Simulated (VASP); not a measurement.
Input of a VASP 6.6.1 run:

The input INCAR:

```
ALGO = Normal
EDIFF = 1E-7
ENCUT = 520
GGA = PS
ISIF = 2
ISMEAR = -1
LASPH = T
LCHARG = F
LREAL = F
LWAVE = F
NBANDS = 16
NELM = 100
PREC = Accurate
SIGMA = 0.02
```

The input KPOINTS:

```
k-points
0
Gamma
  11 11 6
```

Contents of POSCAR:

```
AlN
1.0
    3.1110021516      0.0000000000      0.0000000000
   -1.5555010758      2.6942068945      0.0000000000
    0.0000000000      0.0000000000      4.9282200000
Al N
2 2
Direct
    0.3333333333      0.6666666667      0.0000000000
    0.6666666667      0.3333333333      0.5000000000
    0.3333333333      0.6666666667      0.3850000000
    0.6666666667      0.3333333333      0.8850000000
```

Potentials or basis: VASP PAW PBE potentials, release 64 (Al, N).

The run is started by

```bash
$ cat potpaw_PBE.64/Al/POTCAR potpaw_PBE.64/N/POTCAR > POTCAR
$ mpirun -np 1 vasp_std > vasp.out
```

**Question.** What does it give for the band gap on the k mesh?

**Answer.** 4.15 eV, direct.

**Question.** Estimate the pressure.

**Answer.** 2.5 GPa.

**Question.** Estimate the largest force.

**Answer.** 0.053 eV/Å.

Stress tensor (GPa, compression positive):
```
1.91 0.00 0.00
0.00 1.91 0.00
0.00 0.00 3.69
```

Caveat: the cell differs from its parent crystal (zz strain of -1 %); the PAW data sets were made with another functional, which shifts forces and pressure a little. A k mesh can miss the band edges.
